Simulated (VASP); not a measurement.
SiC, 8 atoms in the cell. It takes space group Pnma (No. 62, orthorhombic). Conventional cell: a = 5.865 Å, b = 3.142 Å, c = 5.201 Å, α = 90.00°, β = 90.00°, γ = 90.00°. Within 2.4 Å of Si (site symmetry m) lie 4 C at 1.84 to 1.95 Å. C (site symmetry m) has 4 Si at 1.84 to 1.95 Å within 2.4 Å. The cell was built from a structure type or drawn by symmetry, and may not be a known phase.

- Program: VASP 6.6.1
- Task: single point
- Functional: PBE
- Potentials or basis: VASP PAW PBE potentials, release 64 (Si, C)
- Cutoff: 520 eV
- k mesh: 4 × 6 × 4
- Occupations: gaussian, width 0.1 eV
- Spin: no spin polarisation
- Dipole correction: no
- Further INCAR settings: ALGO = Normal; EDIFF = 1e-06; NBANDS = 26

Potentials or basis: VASP PAW PBE potentials, release 64 (Si, C).

Run with:

```sh
$ cat potpaw_PBE.64/Si/POTCAR potpaw_PBE.64/C/POTCAR > POTCAR
$ mpirun -np 1 vasp_std > vasp.out
```

Hardware: 1 thread of Intel Xeon 8259CL (shared host).

**Question.** Estimate the wall time of this run.

**Answer.** Wall time 120 s on 1 thread of Intel Xeon 8259CL (shared host), peak memory 0.23 GiB. Counts: scf iterations 14, k points 36.
